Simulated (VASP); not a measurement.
# HfAlB4 (P6/mmm) in VASP: a series of runs, part 2 of 3

VASP 6.6.1.

## Step 3: Relaxation of cell and atoms, PBE

Input file INCAR:

```
PREC = Accurate ; ENCUT = 600
EDIFF = 1E-7 ; ISMEAR = 0
SIGMA = 0.1 ; LREAL = False
LASPH = True ; NELM = 100
ALGO = Normal ; ISIF = 3
LWAVE = False ; LCHARG = False
GGA = PE ; IBRION = 2
NSW = 100 ; EDIFFG = -0.01
```

Input file KPOINTS:

```
regular mesh
0
Gamma
  15 15 6
```

Input file POSCAR:

```
HfAlB4
1.0
    3.0532410033      0.0000000000      0.0000000000
   -1.5266205016      2.6441842727      0.0000000000
    0.0000000000      0.0000000000      6.9120758195
Hf Al B
1 1 4
Direct
    0.0000000000      0.0000000000      0.0000000000
    0.0000000000      0.0000000000      0.5000000000
    0.3333333333      0.6666666667      0.2644780550
    0.3333333333      0.6666666667      0.7355219450
    0.6666666667      0.3333333333      0.2644780550
    0.6666666667      0.3333333333      0.7355219450
```

Potentials or basis: VASP PAW PBE potentials, release 64 (Hf_pv, Al, B).

Launch:

```console
$ cat potpaw_PBE.64/Hf_pv/POTCAR potpaw_PBE.64/Al/POTCAR potpaw_PBE.64/B/POTCAR > POTCAR
$ mpirun -np 1 vasp_std > vasp.out
```

OUTCAR:

```text
PREC = Accurate
   ENCUT = 600
   EDIFF = 1E-7
   ISMEAR = 0
   LREAL = False
   LASPH = True
   NELM = 100
   ISIF = 3
   GGA = PE
   IBRION = 2
   NSW = 100
   EDIFFG = -0.01

 ion  position               nearest neighbor table
   1  0.000  0.000  0.000-   3 2.54   4 2.54   5 2.54   6 2.54   3 2.54   4 2.54   5 2.54   6 2.54
                             5 2.54   6 2.54   3 2.54   4 2.54   2 3.46   2 3.46
   2  0.000  0.000  0.500-   3 2.40   4 2.40   5 2.40   6 2.40   3 2.40   4 2.40   5 2.40   6 2.40
                             5 2.40   6 2.40   3 2.40   4 2.40   1 3.46   1 3.46
   3  0.333  0.667  0.264-   5 1.76   5 1.76   5 1.76   2 2.40   2 2.40   2 2.40   1 2.54   1 2.54
                             1 2.54
   4  0.333  0.667  0.736-   6 1.76   6 1.76   6 1.76   2 2.40   2 2.40   2 2.40   1 2.54   1 2.54
                             1 2.54
   5  0.667  0.333  0.264-   3 1.76   3 1.76   3 1.76   2 2.40   2 2.40   2 2.40   1 2.54   1 2.54
                             1 2.54
   6  0.667  0.333  0.736-   4 1.76   4 1.76   4 1.76   2 2.40   2 2.40   2 2.40   1 2.54   1 2.54
                             1 2.54

  LATTYP: Found a hexagonal cell.
 ALAT       =     3.0532410033
 C/A-ratio  =     2.2638487470

  Lattice vectors:

 A1 = (   3.0532410033,   0.0000000000,   0.0000000000)
 A2 = (  -1.5266205016,   2.6441842727,   0.0000000000)
 A3 = (   0.0000000000,   0.0000000000,   6.9120758195)

Analysis of symmetry for initial positions (statically):
=====================================================================
 Subroutine PRICEL returns:
 Original cell was already a primitive cell.

 Routine SETGRP: Setting up the symmetry group for a
 hexagonal supercell.

 Subroutine GETGRP returns: Found 24 space group operations
 (whereof 24 operations were pure point group operations)
 out of a pool of 24 trial point group operations.

The static configuration has the point symmetry D_6h.

Analysis of symmetry for dynamics (positions and initial velocities):
=====================================================================
 Subroutine PRICEL returns:
 Original cell was already a primitive cell.

 Routine SETGRP: Setting up the symmetry group for a
 hexagonal supercell.

 Subroutine GETGRP returns: Found 24 space group operations
 (whereof 24 operations were pure point group operations)
 out of a pool of 24 trial point group operations.

The dynamic configuration has the point symmetry D_6h.

 Subroutine INISYM returns: Found 24 space group operations
 (whereof 24 operations are pure point group operations),
 and found     1 'primitive' translations

----------------------------------------------------------------------------------------

                                     Primitive cell

  volume of cell :      55.8035

  direct lattice vectors                    reciprocal lattice vectors
     3.053241003  0.000000000  0.000000000     0.327520821  0.189094234  0.000000000
    -1.526620502  2.644184273  0.000000000     0.000000000  0.378188468  0.000000000
     0.000000000  0.000000000  6.912075820     0.000000000  0.000000000  0.144674339

  length of vectors
     3.053241003  3.053241003  6.912075820     0.378188468  0.378188468  0.144674339

  position of ions in fractional coordinates (direct lattice)
     0.000000000  0.000000000  0.000000000
     0.000000000  0.000000000  0.500000000
     0.333333333  0.666666667  0.264478055
     0.333333333  0.666666667  0.735521945
[... 64 lines left out ...]
 [... further k-points ...]
   k-points           NKPTS =    108   k-points in BZ     NKDIM =    108   number of bands    NBANDS=     16
   number of dos      NEDOS =    301   number of ions     NIONS =      6
   total plane-waves  NPLWV =  32256
   dimension x,y,z NGX =    24 NGY =   24 NGZ =   56
   dimension x,y,z NGXF=    48 NGYF=   48 NGZF=  112
   ions per type =               1   1   4
   NGX,Y,Z   is equivalent  to a cutoff of  13.07, 13.07, 13.47 a.u.
   NGXF,Y,Z  is equivalent  to a cutoff of  26.14, 26.14, 26.94 a.u.
 SYSTEM =  unknown system
   PREC   = accura    normal or accurate (medium, high low for compatibility)
   ISTART =      0    job   : 0-new  1-cont  2-samecut
   ICHARG =      2    charge: 1-file 2-atom 10-const
   ISPIN  =      1    spin polarized calculation?
   LNONCOLLINEAR =      F non collinear calculations
   LSORBIT =      F    spin-orbit coupling
   LASPH  =      T    aspherical Exc in radial PAW
   ENCUT  =  600.0 eV  44.10 Ry    6.64 a.u.   6.10  6.10 13.81*2*pi/ulx,y,z
   NELM   =    100;   NELMIN=  2; NELMDL= -5     # of ELM steps
   EDIFF  = 0.1E-06   stopping-criterion for ELM
   LREAL  =      F    real-space projection
   EDIFFG = -.1E-01   stopping-criterion for IOM
   NSW    =    100    number of steps for IOM
   IBRION =      2    ionic relax: 0-MD 1-quasi-New 2-CG
   NFREE  =      1    steps in history (QN), initial steepest desc. (CG)
   ISIF   =      3    stress and relaxation
   ISYM   =      2    0-nonsym 1-usesym 2-fastsym
   POTIM  = 0.5000    time-step for ionic-motion
   TEBEG  =    0.0;   TEEND  =   0.0 temperature during run
   PSTRESS=    0.0 pullay stress
   NELECT =      25.0000    total number of electrons
   NUPDOWN=      -1.0000    fix difference up-down
   EMIN   =  10.00;   EMAX   =-10.00  energy-range for DOS
   EFERMI =   0.00;   METHOD = LEGACY
   ISMEAR =     0;   SIGMA  =   0.10  broadening in eV -4-tet -1-fermi 0-gaus
   EFERMI_NEDOS =   21; number of points for ismear=-14 and -15
   IALGO  =     38    algorithm
   IMIX   =      4    mixing-type and parameters
     AMIX     =   0.40;   BMIX     =  1.00
     AMIX_MAG =   1.60;   BMIX_MAG =  1.00
  volume/ion in A,a.u.               =       9.30        62.76
  Fermi-wavevector in a.u.,A,eV,Ry     =   1.252663  2.367191 21.349795  1.569166
  Thomas-Fermi vector in A             =   2.386553
   LORBIT       =      0    0 simple, 1 ext, 2 COOP (PROOUT), +10 PAW based schemes
   GGA     = PE    functional components
   LHFCALC =     F    Hartree Fock is set to
   AEXX    =    0.0000 exact exchange contribution
   IVDW    =     0    specifies the selected vdW correction
   LEPSILON=     F    determine dielectric tensor
   LRPA    =     F    only Hartree local field effects (RPA)
 conjugate gradient relaxation of ions
 non-spin polarized calculation
 Gauss-broadening in eV      SIGMA  =   0.10
  energy-cutoff  :      600.00
  volume of cell :       55.80
 maximum number of plane-waves:      1893
   NGX = 13   NGY = 13   NGZ = 27

--------------------------------------- Ionic step        1  -------------------------------------------

 number of electron      25.0000002 magnetization

 Free energy of the ion-electron system (eV)
  ---------------------------------------------------
  ext. energy  EPLUGINS =         0.00000000
  ---------------------------------------------------
  free energy    TOTEN  =       -43.20143155 eV

  energy without entropy =      -43.19350466  energy(sigma->0) =      -43.19746810

------------------------ aborting loop because EDIFF is reached ----------------------------------------

  FORCE on cell =-STRESS in cart. coord.  units (eV):
  Direction    XX          YY          ZZ          XY          YZ          ZX
  --------------------------------------------------------------------------------------
  -------------------------------------------------------------------------------------
  Total       -0.1354357     -0.1354357     -0.0256602     -0.0000000      0.0000000      0.0000000
  in kB       -3.8885042     -3.8885042     -0.7367305     -0.0000000      0.0000000      0.0000000
  external PRESSURE =      -2.8379130 kB  Pullay stress =       0.0000000 kB
[... 67 lines left out ...]
--------------------------------------- Ionic step        3  -------------------------------------------

 number of electron      25.0000001 magnetization

 Free energy of the ion-electron system (eV)
  ---------------------------------------------------
  ext. energy  EPLUGINS =         0.00000000
  ---------------------------------------------------
  free energy    TOTEN  =       -43.20152212 eV

  energy without entropy =      -43.19361580  energy(sigma->0) =      -43.19756896

 E-fermi :   8.3491     XC(G=0): -12.1802

 val. band max:        8.3488660858   @ k =   0.1333   0.0667   0.5000
 cond. band min:       8.3551827972   @ k =   0.2667   0.0667   0.0000
 fundamental gap:      0.0063167114
 Fermi energy:         8.3490569389

 k-point     1 :       0.0000    0.0000    0.0000
  band No.  band energies     occupation
      1     -22.2131      2.00000
      2     -21.4698      2.00000
      3     -21.4698      2.00000
      4      -6.1749      2.00000
      5      -3.9592      2.00000
      6      -0.9317      2.00000
[... 433 lines left out ...]
      3     -21.9002      2.00000
      4      -1.2548      2.00000
      5      -1.1203      2.00000
      6      -0.8019      2.00000
[... 8 lines left out ...]
     15      10.7709      0.00000
     16      11.8914      0.00000

 [... further k-points ...]
[... 5 lines left out ...]
  --------------------------------------------------------------------------------------
  -------------------------------------------------------------------------------------
  Total        0.0072658      0.0072658      0.0201198      0.0000000      0.0000000     -0.0000000
  in kB        0.2088853      0.2088853      0.5784254      0.0000000      0.0000000     -0.0000000
  external PRESSURE =       0.3320654 kB  Pullay stress =       0.0000000 kB
[... 21 lines left out ...]
  FREE ENERGIE OF THE ION-ELECTRON SYSTEM (eV)
  ---------------------------------------------------
  free  energy   TOTEN  =       -43.2015221197 eV

  energy  without entropy=      -43.1936158009  energy(sigma->0) =      -43.19756896

 reached required accuracy - stopping structural energy minimisation
```

OSZICAR:

```text
N       E                     dE             d eps       ncg     rms          rms(c)
DAV:   1     0.769540487231E+02    0.76954E+02   -0.13546E+04  3456   0.159E+03
DAV:   2    -0.438164987876E+02   -0.12077E+03   -0.11951E+03  4416   0.301E+02
DAV:   3    -0.473572435396E+02   -0.35407E+01   -0.35015E+01  4856   0.439E+01
[... 24 lines left out ...]
DAV:   3    -0.432015247974E+02    0.12856E-04   -0.25487E-05  4432   0.374E-02    0.276E-02
DAV:   4    -0.432015231533E+02    0.16440E-05   -0.22770E-06  4312   0.122E-02    0.236E-02
DAV:   5    -0.432015222482E+02    0.90514E-06   -0.61749E-07  4152   0.504E-03    0.293E-03
DAV:   6    -0.432015221307E+02    0.11746E-06   -0.25324E-08  2088   0.111E-03    0.535E-04
DAV:   7    -0.432015221197E+02    0.11012E-07   -0.65884E-09  1928   0.541E-04
   3 F= -.43201522E+02 E0= -.43197569E+02  d E =-.905701E-04
```

Run time: 82 s. Hardware: 1 thread of Intel Xeon Platinum 8559C (Emerald Rapids), shared host; peak memory 0.28 GiB.

What came out:

```yaml
Free_energy: -43.2015 eV
Relaxed_volume: 9.29 Å³/atom
Relaxed_cell: a = 3.051 Å, b = 3.051 Å, c = 6.911 Å, α = 90.00°, β = 90.00°, γ = 120.00°
Space_group_after_relaxing_to_0.05_Å: P6/mmm (No. 191)
Energy_gained_by_relaxing: 0.0 meV/atom
Ionic_steps: 3
Pressure_after_relaxing: 0.0 GPa
Largest_force_after_relaxing: 0.005 eV/Å
```

Forces on the atoms (eV/Å):
```
Hf   0.000  0.000  0.000
Al   0.000  0.000  0.000
B    0.000  0.000 -0.005
B    0.000  0.000  0.005
B    0.000  0.000 -0.005
B    0.000  0.000  0.005
```

Final structure:
```cif
data_structure
_symmetry_space_group_name_H-M 'P 1'
_symmetry_Int_Tables_number 1
_cell_length_a 3.0514
_cell_length_b 3.0514
_cell_length_c 6.9113
_cell_angle_alpha 90.000
_cell_angle_beta 90.000
_cell_angle_gamma 120.000
_cell_volume 55.73
loop_
_atom_site_label
_atom_site_type_symbol
_atom_site_fract_x
_atom_site_fract_y
_atom_site_fract_z
_atom_site_occupancy
Hf1 Hf 0.00000 0.00000 0.00000 1
Al1 Al 0.00000 0.00000 0.50000 1
B1 B 0.33333 0.66667 0.26444 1
B2 B 0.33333 0.66667 0.73556 1
B3 B 0.66667 0.33333 0.26444 1
B4 B 0.66667 0.33333 0.73556 1
```

Levels at points of the mesh, in eV from the Fermi level:
| k point | band 8 | band 9 | band 10 | band 11 | band 12 | band 13 | band 14 | band 15 | band 16 |
| --- | --- | --- | --- | --- | --- | --- | --- | --- | --- |
| (0.00, 0.00, 0.00) | -2.38 | -1.74 | -1.74 | -0.56 | -0.56 | 2.20 | 2.20 | 2.70 | 2.70 |
| (0.00, 0.00, 0.50) | -1.53 | -1.53 | -0.92 | -0.92 | -0.44 | 2.03 | 2.03 | 3.01 | 3.01 |

Caveat: spin-orbit coupling is left out, which moves the levels of the heavy elements.

[end of part 2 of 3]
